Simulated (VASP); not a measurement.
# C (P6_3/mmc) in VASP: notebook

Runs on C. Level: PBE. Tasks: relaxation of cell and atoms, single point.

Everything below comes from runs of VASP 6.6.1. Logs are shortened: lines on timing, memory, paths and dates and some standing lists are left out, and cuts for length are marked.

## 1. The cell of the first run

It takes space group P6_3/mmc (No. 194, hexagonal). Conventional cell: a = 2.467 Å, b = 2.467 Å, c = 7.803 Å, α = 90.00°, β = 90.00°, γ = 120.00°. Within 1.9 Å of C (site symmetry -6m2) lie 3 C at 1.42 Å. C (site symmetry -6m2) has 3 C at 1.42 Å within 1.9 Å.

## 2. Relaxation of cell and atoms, PBE

Input file INCAR:

```
PREC = Accurate
ENCUT = 600
EDIFF = 1E-6
ISMEAR = 0
SIGMA = 0.1
LREAL = False
LASPH = True
NELM = 100
ALGO = Normal
ISIF = 3
LWAVE = False
LCHARG = False
GGA = PE
IBRION = 2
NSW = 100
EDIFFG = -0.005
```

Input file KPOINTS:

```
Automatic mesh
0
Gamma
  18 18 6
```

Input file POSCAR:

```
C
1.0
    2.4672912616      0.0000000000      0.0000000000
   -1.2336456308      2.1367369111      0.0000000000
    0.0000000000      0.0000000000      7.8030730000
C
4
Direct
    0.0000000000      0.0000000000      0.2500000000
    0.0000000000      0.0000000000      0.7500000000
    0.3333333300      0.6666666700      0.2500000000
    0.6666666700      0.3333333300      0.7500000000
```

Potentials or basis: VASP PAW PBE potentials, release 64 (C).

Run with:

```sh
cat potpaw_PBE.64/C/POTCAR > POTCAR
mpirun -np 1 vasp_std > vasp.out
```

OUTCAR:

```text
PREC = Accurate
   ENCUT = 600
   EDIFF = 1E-6
   ISMEAR = 0
   LREAL = False
   LASPH = True
   NELM = 100
   ISIF = 3
   GGA = PE
   IBRION = 2
   NSW = 100
   EDIFFG = -0.005

 ion  position               nearest neighbor table
   1  0.000  0.000  0.250-   3 1.42   3 1.42   3 1.42
   2  0.000  0.000  0.750-   4 1.42   4 1.42   4 1.42
   3  0.333  0.667  0.250-   1 1.42   1 1.42   1 1.42
   4  0.667  0.333  0.750-   2 1.42   2 1.42   2 1.42

  LATTYP: Found a hexagonal cell.
 ALAT       =     2.4672912616
 C/A-ratio  =     3.1626071561

  Lattice vectors:

 A1 = (   2.4672912616,   0.0000000000,   0.0000000000)
 A2 = (  -1.2336456308,   2.1367369111,   0.0000000000)
 A3 = (   0.0000000000,   0.0000000000,   7.8030730000)

Analysis of symmetry for initial positions (statically):
=====================================================================
 Subroutine PRICEL returns:
 Original cell was already a primitive cell.

 Routine SETGRP: Setting up the symmetry group for a
 hexagonal supercell.

 Subroutine GETGRP returns: Found 24 space group operations
 (whereof 12 operations were pure point group operations)
 out of a pool of 24 trial point group operations.

The static configuration has the point symmetry D_3d.
 The point group associated with its full space group is D_6h.

Analysis of symmetry for dynamics (positions and initial velocities):
=====================================================================
 Subroutine PRICEL returns:
 Original cell was already a primitive cell.

 Routine SETGRP: Setting up the symmetry group for a
 hexagonal supercell.

 Subroutine GETGRP returns: Found 24 space group operations
 (whereof 12 operations were pure point group operations)
 out of a pool of 24 trial point group operations.

The dynamic configuration has the point symmetry D_3d.
 The point group associated with its full space group is D_6h.

 Subroutine INISYM returns: Found 24 space group operations
 (whereof 12 operations are pure point group operations),
 and found     1 'primitive' translations

----------------------------------------------------------------------------------------

                                     Primitive cell

  volume of cell :      41.1374

  direct lattice vectors                    reciprocal lattice vectors
     2.467291262  0.000000000  0.000000000     0.405302777  0.234001667  0.000000000
    -1.233645631  2.136736911  0.000000000     0.000000000  0.468003335  0.000000000
     0.000000000  0.000000000  7.803073000     0.000000000  0.000000000  0.128154639

  length of vectors
     2.467291262  2.467291262  7.803073000     0.468003335  0.468003335  0.128154639

  position of ions in fractional coordinates (direct lattice)
     0.000000000  0.000000000  0.250000000
     0.000000000  0.000000000  0.750000000
     0.333333330  0.666666670  0.250000000
     0.666666670  0.333333330  0.750000000

  ion indices of the primitive-cell ions
   primitive index   ion index
                 1           1
                 2           2
                 3           3
                 4           4

----------------------------------------------------------------------------------------

 KPOINTS: Automatic mesh

Automatic generation of k-mesh.
 Grid dimensions read from file:
 generate k-points for:   18   18    6

 Generating k-lattice:

  Cartesian coordinates                     Fractional coordinates (reciprocal lattice)
     0.022516821  0.013000093  0.000000000     0.055555556 -0.000000000  0.000000000
     0.000000000  0.026000185  0.000000000     0.000000000  0.055555556  0.000000000
     0.000000000  0.000000000  0.021359106     0.000000000  0.000000000  0.166666667

  Length of vectors
     0.026000185  0.026000185  0.021359106

  Shift w.r.t. Gamma in fractional coordinates (k-lattice)
     0.000000000  0.000000000  0.000000000

 Subroutine IBZKPT returns following result:
 ===========================================

 Found    148 irreducible k-points:

 Following reciprocal coordinates:
            Coordinates               Weight
  0.000000  0.000000  0.000000      1.000000
  0.055556  0.000000  0.000000      6.000000
  0.111111  0.000000  0.000000      6.000000
  0.166667  0.000000  0.000000      6.000000
  0.222222  0.000000  0.000000      6.000000
  0.277778  0.000000  0.000000      6.000000
[... 16 lines left out ...]
  0.333333  0.111111  0.000000     12.000000
  0.388889  0.111111  0.000000     12.000000
 [... further k-points ...]
   k-points           NKPTS =    148   k-points in BZ     NKDIM =    148   number of bands    NBANDS=     12
   number of dos      NEDOS =    301   number of ions     NIONS =      4
   total plane-waves  NPLWV =  25600
   dimension x,y,z NGX =    20 NGY =   20 NGZ =   64
   dimension x,y,z NGXF=    40 NGYF=   40 NGZF=  128
   ions per type =               4
   NGX,Y,Z   is equivalent  to a cutoff of  13.48, 13.48, 13.64 a.u.
   NGXF,Y,Z  is equivalent  to a cutoff of  26.95, 26.95, 27.27 a.u.
 SYSTEM =  unknown system
   PREC   = accura    normal or accurate (medium, high low for compatibility)
   ISTART =      0    job   : 0-new  1-cont  2-samecut
   ICHARG =      2    charge: 1-file 2-atom 10-const
   ISPIN  =      1    spin polarized calculation?
   LNONCOLLINEAR =      F non collinear calculations
   LSORBIT =      F    spin-orbit coupling
   LASPH  =      T    aspherical Exc in radial PAW
   ENCUT  =  600.0 eV  44.10 Ry    6.64 a.u.   4.93  4.93 15.58*2*pi/ulx,y,z
   NELM   =    100;   NELMIN=  2; NELMDL= -5     # of ELM steps
   EDIFF  = 0.1E-05   stopping-criterion for ELM
   LREAL  =      F    real-space projection
   EDIFFG = -.5E-02   stopping-criterion for IOM
   NSW    =    100    number of steps for IOM
   IBRION =      2    ionic relax: 0-MD 1-quasi-New 2-CG
   NFREE  =      1    steps in history (QN), initial steepest desc. (CG)
   ISIF   =      3    stress and relaxation
   ISYM   =      2    0-nonsym 1-usesym 2-fastsym
   POTIM  = 0.5000    time-step for ionic-motion
   TEBEG  =    0.0;   TEEND  =   0.0 temperature during run
   PSTRESS=    0.0 pullay stress
   NELECT =      16.0000    total number of electrons
   NUPDOWN=      -1.0000    fix difference up-down
   EMIN   =  10.00;   EMAX   =-10.00  energy-range for DOS
   EFERMI =   0.00;   METHOD = LEGACY
   ISMEAR =     0;   SIGMA  =   0.10  broadening in eV -4-tet -1-fermi 0-gaus
   EFERMI_NEDOS =   21; number of points for ismear=-14 and -15
   IALGO  =     38    algorithm
   IMIX   =      4    mixing-type and parameters
     AMIX     =   0.40;   BMIX     =  1.00
     AMIX_MAG =   1.60;   BMIX_MAG =  1.00
  volume/ion in A,a.u.               =      10.28        69.40
  Fermi-wavevector in a.u.,A,eV,Ry     =   1.195003  2.258229 19.429568  1.428033
  Thomas-Fermi vector in A             =   2.330979
   LORBIT       =      0    0 simple, 1 ext, 2 COOP (PROOUT), +10 PAW based schemes
   GGA     = PE    functional components
   LHFCALC =     F    Hartree Fock is set to
   AEXX    =    0.0000 exact exchange contribution
   IVDW    =     0    specifies the selected vdW correction
   LEPSILON=     F    determine dielectric tensor
   LRPA    =     F    only Hartree local field effects (RPA)
 conjugate gradient relaxation of ions
 non-spin polarized calculation
 Gauss-broadening in eV      SIGMA  =   0.10
  energy-cutoff  :      600.00
  volume of cell :       41.14
 maximum number of plane-waves:      1407
 NGX is ok and might be reduce to    20
   NGX =  9   NGY =  9   NGZ = 31

--------------------------------------- Ionic step        1  -------------------------------------------

 number of electron      16.0000001 magnetization

 Free energy of the ion-electron system (eV)
  ---------------------------------------------------
  ext. energy  EPLUGINS =         0.00000000
  ---------------------------------------------------
  free energy    TOTEN  =       -36.90932139 eV

  energy without entropy =      -36.90846091  energy(sigma->0) =      -36.90889115

------------------------ aborting loop because EDIFF is reached ----------------------------------------

  FORCE on cell =-STRESS in cart. coord.  units (eV):
  Direction    XX          YY          ZZ          XY          YZ          ZX
  --------------------------------------------------------------------------------------
  -------------------------------------------------------------------------------------
  Total       -0.0590178     -0.0590178      0.0451415      0.0000000      0.0000000      0.0000000
  in kB       -2.2985623     -2.2985623      1.7581240      0.0000000      0.0000000      0.0000000
  external PRESSURE =      -0.9463335 kB  Pullay stress =       0.0000000 kB
[... 95 lines left out ...]
  FREE ENERGIE OF THE ION-ELECTRON SYSTEM (eV)
  ---------------------------------------------------
  free  energy   TOTEN  =       -36.9093427629 eV

  energy  without entropy=      -36.9084819306  energy(sigma->0) =      -36.90891235

[... ionic steps 4 to 23 ...]

--------------------------------------- Ionic step       24  -------------------------------------------

 number of electron      16.0000001 magnetization

------------------------ aborting loop because EDIFF is reached ----------------------------------------
[... 71 lines left out ...]
--------------------------------------- Ionic step       26  -------------------------------------------

 number of electron      16.0000001 magnetization

 Free energy of the ion-electron system (eV)
  ---------------------------------------------------
  ext. energy  EPLUGINS =         0.00000000
  ---------------------------------------------------
  free energy    TOTEN  =       -36.90965246 eV

  energy without entropy =      -36.90877751  energy(sigma->0) =      -36.90921498

 E-fermi :   3.3527     XC(G=0):  -9.2200

 val. band max:        3.3517970519   @ k =   0.3333   0.3333   0.1667
 cond. band min:       3.3538534909   @ k =   0.3333   0.3333   0.3333
 fundamental gap:      0.0020564390
 Fermi energy:         3.3526988930

 k-point     1 :       0.0000    0.0000    0.0000
  band No.  band energies     occupation
      1     -16.1929      2.00000
      2     -16.1172      2.00000
      3      -4.6360      2.00000
      4      -3.8416      2.00000
      5       0.3122      2.00000
      6       0.3122      2.00000
      7       0.3152      2.00000
      8       0.3152      2.00000
      9       6.6957      0.00000
     10      10.7859      0.00000
     11      11.6537      0.00000
     12      11.6591      0.00000
[... 331 lines left out ...]
 k-point    24 :       0.3889    0.1111    0.0000
  band No.  band energies     occupation
      1     -11.4998      2.00000
      2     -11.4508      2.00000
      3      -8.8650      2.00000
      4      -8.8282      2.00000
      5      -3.8893      2.00000
      6      -3.8741      2.00000
      7       0.6066      2.00000
      8       1.0451      2.00000
      9       5.3384      0.00000
     10       5.6664      0.00000
     11      11.9189      0.00000
     12      12.0470      0.00000

 [... further k-points ...]
[... 5 lines left out ...]
  --------------------------------------------------------------------------------------
  -------------------------------------------------------------------------------------
  Total        0.0025148      0.0025148      0.0194541      0.0000000     -0.0000000      0.0000000
  in kB        0.0969037      0.0969037      0.7496272      0.0000000     -0.0000000      0.0000000
  external PRESSURE =       0.3144782 kB  Pullay stress =       0.0000000 kB
[... 19 lines left out ...]
  FREE ENERGIE OF THE ION-ELECTRON SYSTEM (eV)
  ---------------------------------------------------
  free  energy   TOTEN  =       -36.9096524583 eV

  energy  without entropy=      -36.9087775105  energy(sigma->0) =      -36.90921498

 reached required accuracy - stopping structural energy minimisation
```

It took 17 min on 1 thread of AMD EPYC 7R13, shared host; peak memory 0.18 GiB.

Results:

| Property | Result |
| --- | --- |
| Free energy | -36.9097 eV |
| Relaxed volume | 10.39 Å³/atom |
| Relaxed cell | a = 2.467 Å, b = 2.467 Å, c = 7.890 Å, α = 90.00°, β = 90.00°, γ = 120.00° |
| Space group after relaxing (to 0.05 Å) | P6_3/mmc (No. 194) |
| Energy gained by relaxing | 0.1 meV/atom |
| Ionic steps | 26 |
| Pressure after relaxing | 0.0 GPa |
| Band gap on the k mesh | zero (filled and empty bands overlap) |

The path:
| step | energy change (eV) | largest force (eV/Å) | pressure (GPa) | volume (Å³) |
| --- | --- | --- | --- | --- |
| 1 | 0.0000 | 0.0000 | -0.09 | 41.14 |
| 2 | 0.0000 | 0.0000 | 0.39 | 41.10 |
| 3 | 0.0000 | 0.0000 | 0.10 | 41.12 |
| 4 | 0.0000 | 0.0000 | 0.07 | 41.12 |
| 5 | 0.0000 | 0.0000 | 0.05 | 41.14 |
| 6 | -0.0001 | 0.0000 | -0.05 | 41.20 |
| 7 | -0.0001 | 0.0000 | -0.20 | 41.32 |
| 8 | -0.0001 | 0.0000 | -0.51 | 41.56 |
| 9 | -0.0001 | 0.0000 | -0.29 | 41.40 |
| 10 | -0.0001 | 0.0000 | -0.43 | 41.48 |
| 11 | -0.0001 | 0.0000 | -0.32 | 41.43 |
| 12 | -0.0001 | 0.0000 | -0.38 | 41.46 |
| 13 | -0.0001 | 0.0000 | -0.36 | 41.46 |
| 14 | -0.0001 | 0.0000 | -0.37 | 41.47 |
| 15 | -0.0002 | 0.0000 | -0.37 | 41.48 |
| 16 | -0.0002 | 0.0000 | -0.37 | 41.50 |
| 17 | -0.0002 | 0.0000 | -0.38 | 41.54 |
| 18 | -0.0002 | 0.0000 | -0.40 | 41.62 |
| 19 | -0.0003 | 0.0000 | -0.29 | 41.61 |
| 20 | -0.0003 | 0.0000 | -0.13 | 41.59 |
| 21 | -0.0003 | 0.0000 | 0.21 | 41.55 |
| 22 | -0.0003 | 0.0000 | 0.03 | 41.57 |
| 23 | -0.0003 | 0.0000 | 0.02 | 41.57 |
| 24 | -0.0003 | 0.0000 | 0.03 | 41.57 |
| 25 | -0.0003 | 0.0000 | 0.04 | 41.57 |
| 26 | -0.0003 | 0.0000 | 0.03 | 41.58 |

Final structure:
```cif
data_structure
_symmetry_space_group_name_H-M 'P 1'
_symmetry_Int_Tables_number 1
_cell_length_a 2.4668
_cell_length_b 2.4668
_cell_length_c 7.8901
_cell_angle_alpha 90.000
_cell_angle_beta 90.000
_cell_angle_gamma 120.000
_cell_volume 41.58
loop_
_atom_site_label
_atom_site_type_symbol
_atom_site_fract_x
_atom_site_fract_y
_atom_site_fract_z
_atom_site_occupancy
C1 C 0.00000 0.00000 0.25000 1
C2 C 0.00000 0.00000 0.75000 1
C3 C 0.33333 0.66667 0.25000 1
C4 C 0.66667 0.33333 0.75000 1
```

Caveat: this functional lacks dispersion, which binds the layers, so the pressure and a relaxed spacing across them are unreliable.

(Part 1 of 2 ends here.)
